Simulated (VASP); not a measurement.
A run of VASP 6.6.1:

Contents of INCAR:

```
ALGO = Normal
EDIFF = 1E-6
ENCUT = 600
GGA = PE
GGA_COMPAT = False
ISIF = 2
ISMEAR = 0
LASPH = True
LCHARG = True
LELF = True
LREAL = False
LVHAR = True
LWAVE = False
NBANDS = 44
NELM = 120
PREC = Accurate
SIGMA = 0.15
```

File KPOINTS:

```
k-points
0
Gamma
  3 3 4
```

POSCAR

```
TaNb2O5
1.0
    5.2517333086      0.0000000000      0.0000000000
    0.0000000000      5.2517333086      0.0000000000
    0.0000000000      0.0000000000      3.7294384769
Ta Nb O
1 2 5
Direct
    0.0000000000      0.0000000000      0.0000000000
    0.0000000000      0.5000000000      0.5000000000
    0.5000000000      0.0000000000      0.5000000000
    0.7362544629      0.7362544629      0.0000000000
    0.2637455371      0.7362544629      0.0000000000
    0.7362544629      0.2637455371      0.0000000000
    0.0000000000      0.0000000000      0.5000000000
    0.2637455371      0.2637455371      0.0000000000
```

Potentials or basis: VASP PAW PBE potentials, release 64 (Ta_pv, Nb_sv, O).

The run is started by

```sh
$ cat potpaw_PBE.64/Ta_pv/POTCAR potpaw_PBE.64/Nb_sv/POTCAR potpaw_PBE.64/O/POTCAR > POTCAR
$ mpirun -np 1 vasp_std > vasp.out
```

Hardware: 1 thread of AMD EPYC 9R45 96-Core Processor (Zen 5), with other jobs on the host.

Estimate the wall time of this run.

Wall time 33 s on 1 thread of AMD EPYC 9R45 96-Core Processor (Zen 5) (shared host), peak memory 0.2 GiB. Counts: scf iterations 15, k points 9.
